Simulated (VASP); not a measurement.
# Li2S (I4/mmm) in VASP: a series of runs, part 2 of 2

VASP 6.6.1.

### Step 3. Electric field gradients, LDA (zz strain of -1 %)

File INCAR:

```
  PREC = Accurate
  ENCUT = 650
  EDIFF = 1E-8
  ISMEAR = -1
  SIGMA = 0.02
  LREAL = F
  LASPH = T
  NELM = 120
  ALGO = Normal
  ISIF = 2
  LWAVE = F
  LCHARG = F
  LEFG = T
  NBANDS = 13
  GGA_COMPAT = F
```

File KPOINTS:

```
Automatic mesh
0
Gamma
  7 7 7
```

File POSCAR:

```
Li2S
1.0
    0.0000000000      2.8540000000      2.8254600000
    2.8540000000      0.0000000000      2.8254600000
    2.8540000000      2.8540000000      0.0000000000
Li S
2 1
Direct
    0.2500000000      0.2500000000      0.2500000000
    0.7500000000      0.7500000000      0.7500000000
    0.0000000000      0.0000000000      0.0000000000
```

Potentials or basis: VASP PAW LDA potentials, release 64 (Li_sv, S).

On the command line:

```bash
cat potpaw_LDA.64/Li_sv/POTCAR potpaw_LDA.64/S/POTCAR > POTCAR
mpirun -np 1 vasp_std > vasp.out
```

OUTCAR:

```text
PREC = Accurate
   ENCUT = 650
   EDIFF = 1E-8
   ISMEAR = -1
   LREAL = F
   LASPH = T
   NELM = 120
   ISIF = 2

 ion  position               nearest neighbor table
   1  0.250  0.250  0.250-   3 2.46   3 2.46   3 2.46   3 2.46
   2  0.750  0.750  0.750-   3 2.46   3 2.46   3 2.46   3 2.46
   3  0.000  0.000  0.000-   1 2.46   2 2.46   2 2.46   2 2.46   2 2.46   1 2.46   1 2.46   1 2.46

  LATTYP: Found a body centered tetragonal cell.
 ALAT       =     4.0361655070
 C/A-ratio  =     1.4000714267

  Lattice vectors:

 A1 = (   0.0000000000,  -2.8540000000,  -2.8254600000)
 A2 = (   0.0000000000,   2.8540000000,  -2.8254600000)
 A3 = (   2.8540000000,   0.0000000000,   2.8254600000)

Analysis of symmetry for initial positions (statically):
=====================================================================
 Subroutine PRICEL returns:
 Original cell was already a primitive cell.

 Routine SETGRP: Setting up the symmetry group for a
 body centered tetragonal supercell.

 Subroutine GETGRP returns: Found 16 space group operations
 (whereof 16 operations were pure point group operations)
 out of a pool of 16 trial point group operations.

The static configuration has the point symmetry D_4h.

Analysis of symmetry for dynamics (positions and initial velocities):
=====================================================================
 Subroutine PRICEL returns:
 Original cell was already a primitive cell.

 Routine SETGRP: Setting up the symmetry group for a
 body centered tetragonal supercell.

 Subroutine GETGRP returns: Found 16 space group operations
 (whereof 16 operations were pure point group operations)
 out of a pool of 16 trial point group operations.

The dynamic configuration has the point symmetry D_4h.

 Subroutine INISYM returns: Found 16 space group operations
 (whereof 16 operations are pure point group operations),
 and found     1 'primitive' translations

----------------------------------------------------------------------------------------

                                     Primitive cell

  volume of cell :      46.0285

  direct lattice vectors                    reciprocal lattice vectors
     0.000000000  2.854000000  2.825460000    -0.175192712  0.175192712  0.176962335
     2.854000000  0.000000000  2.825460000     0.175192712 -0.175192712  0.176962335
     2.854000000  2.854000000  0.000000000     0.175192712  0.175192712 -0.176962335

  length of vectors
     4.016035385  4.016035385  4.036165507     0.304467799  0.304467799  0.304467799

  position of ions in fractional coordinates (direct lattice)
     0.250000000  0.250000000  0.250000000
     0.750000000  0.750000000  0.750000000
     0.000000000  0.000000000  0.000000000

  ion indices of the primitive-cell ions
   primitive index   ion index
                 1           1
                 2           2
                 3           3

----------------------------------------------------------------------------------------

 KPOINTS: Automatic mesh
[... 91 lines left out ...]
  Thomas-Fermi vector in A             =   2.180638
   LORBIT       =      0    0 simple, 1 ext, 2 COOP (PROOUT), +10 PAW based schemes
   GGA     = CA    functional components
   LHFCALC =     F    Hartree Fock is set to
   AEXX    =    0.0000 exact exchange contribution
   IVDW    =     0    specifies the selected vdW correction
   LEPSILON=     F    determine dielectric tensor
   LRPA    =     F    only Hartree local field effects (RPA)
 non-spin polarized calculation
  energy-cutoff  :      650.00
  volume of cell :       46.03
 maximum number of plane-waves:      1783
 NGX is ok and might be reduce to    36
   NGX = 17   NGY = 17   NGZ = 17

 number of electron      11.9999998 magnetization

 Free energy of the ion-electron system (eV)
  ---------------------------------------------------
  ext. energy  EPLUGINS =         0.00000000
  ---------------------------------------------------
  free energy    TOTEN  =       -12.98867572 eV

  energy without entropy =      -12.98867572  energy(sigma->0) =      -12.98867572

 E-fermi :   1.9197     XC(G=0):  -8.8404

 val. band max:        1.4349771356   @ k =   0.0000   0.0000   0.0000
 cond. band min:       4.7042344401   @ k =   0.4286   0.4286   0.0000
 fundamental gap:      3.2692573044
 Fermi energy:         1.9196547465

 k-point     1 :       0.0000    0.0000    0.0000
  band No.  band energies     occupation
      1     -41.7787      2.00000
      2     -41.7296      2.00000
      3      -9.5726      2.00000
      4       1.4026      2.00000
      5       1.4026      2.00000
      6       1.4350      2.00000
      7       5.5047      0.00000
      8       7.4069      0.00000
      9       7.4437      0.00000
     10       7.4437      0.00000
     11      12.4647      0.00000
     12      12.6298      0.00000
     13      13.4894      0.00000
[... 354 lines left out ...]
  band No.  band energies     occupation
      1     -41.7563      2.00000
      2     -41.7494      2.00000
      3      -9.0655      2.00000
      4      -1.0807      2.00000
      5      -0.0148      2.00000
      6       0.4277      2.00000
      7       6.9214      0.00000
      8       8.0098      0.00000
      9       9.7325      0.00000
     10      10.1412      0.00000
     11      11.6311      0.00000
     12      12.7753      0.00000
     13      15.2135      0.00000

 [... further k-points ...]

------------------------ aborting loop because EDIFF is reached ----------------------------------------

  FORCE on cell =-STRESS in cart. coord.  units (eV):
  Direction    XX          YY          ZZ          XY          YZ          ZX
  --------------------------------------------------------------------------------------
  -------------------------------------------------------------------------------------
  Total       -0.8590774     -0.8590774     -0.6686954      0.0000000     -0.0000000      0.0000000
  in kB      -29.9030684    -29.9030684    -23.2761865      0.0000000     -0.0000000      0.0000000
  external PRESSURE =     -27.6941078 kB  Pullay stress =       0.0000000 kB

 VOLUME and BASIS-vectors are now :
 -----------------------------------------------------------------------------
  energy-cutoff  :      650.00
  volume of cell :       46.03
      direct lattice vectors                 reciprocal lattice vectors
     0.000000000  2.854000000  2.825460000    -0.175192712  0.175192712  0.176962335
     2.854000000  0.000000000  2.825460000     0.175192712 -0.175192712  0.176962335
     2.854000000  2.854000000  0.000000000     0.175192712  0.175192712 -0.176962335

 POSITION                                       TOTAL-FORCE (eV/Angst)
 -----------------------------------------------------------------------------------
      1.42700      1.42700      1.41273         0.000000     -0.000000      0.000000
      4.28100      4.28100      4.23819         0.000000     -0.000000     -0.000000
      0.00000      0.00000      0.00000        -0.000000      0.000000      0.000000
 -----------------------------------------------------------------------------------
    total drift:                                0.000000      0.000000      0.000000

  FREE ENERGIE OF THE ION-ELECTRON SYSTEM (eV)
  ---------------------------------------------------
  free  energy   TOTEN  =       -12.9886757195 eV

  energy  without entropy=      -12.9886757195  energy(sigma->0) =      -12.98867572

 Electric field gradients (V/A^2)
---------------------------------------------------------------------
 ion       V_xx      V_yy      V_zz      V_xy      V_xz      V_yz
---------------------------------------------------------------------
   1      -0.029    -0.029     0.058     0.002     0.003     0.003
   2      -0.029    -0.029     0.058     0.002     0.003     0.003
   3       0.697     0.697    -1.394     0.000     0.000     0.000
---------------------------------------------------------------------

 Electric field gradients after diagonalization (V/A^2)
 (convention: |V_zz| > |V_xx| > |V_yy|)
----------------------------------------------------------------------
 ion       V_xx      V_yy      V_zz     asymmetry (V_yy - V_xx)/ V_zz
----------------------------------------------------------------------
   1      -0.031    -0.027     0.059       0.074
   2      -0.031    -0.027     0.059       0.074
   3       0.697     0.697    -1.394       0.000
----------------------------------------------------------------------

           NMR quadrupolar parameters

 Cq : quadrupolar parameter    Cq=e*Q*V_zz/h
 eta: asymmetry parameters     (V_yy - V_xx)/ V_zz
 Q  : nuclear electric quadrupole moment in mb (millibarn)
----------------------------------------------------------------------
 ion       Cq(MHz)       eta       Q (mb)
----------------------------------------------------------------------
   1       0.000       0.074       1.000
   2       0.000       0.074       1.000
   3      -0.003       0.000       1.000
----------------------------------------------------------------------
```

stdout:

```text
POSCAR found type information on POSCAR LiS
 POSCAR found :  2 types and       3 ions
 scaLAPACK will be used
 LDA part: xc-table for (Slater(with rela. corr.)+CA(PZ))
 , standard interpolation
 POSCAR, INCAR and KPOINTS ok, starting setup
 FFT: planning ... GRIDC
 FFT: planning ... GRID_SOFT
 FFT: planning ... GRID
 WAVECAR not read
 entering main loop
ion   1

ion   2

ion   3
```

Wall time 18 s (1 thread of Intel Xeon 6975P-C (Granite Rapids), shared host); peak memory 0.17 GiB.

Results:

```
Free energy            : -12.9887 eV
Pressure               : -2.8 GPa
Band gap on the k mesh : 3.27 eV, indirect (least direct gap 4.07 eV)
```

Electric field gradients, principal values (V/Å²):
| atom | least | middle | greatest (by size) |
| --- | --- | --- | --- |
| 1 Li | -0.027 | -0.031 | 0.059 |
| 2 Li | -0.027 | -0.031 | 0.059 |
| 3 S | 0.697 | 0.697 | -1.394 |

Caveat: the cell differs from its parent crystal (zz strain of -1 %); without QUAD_EFG the Cq values of the log hold for a quadrupole moment of 1 mb, not for the nuclei.
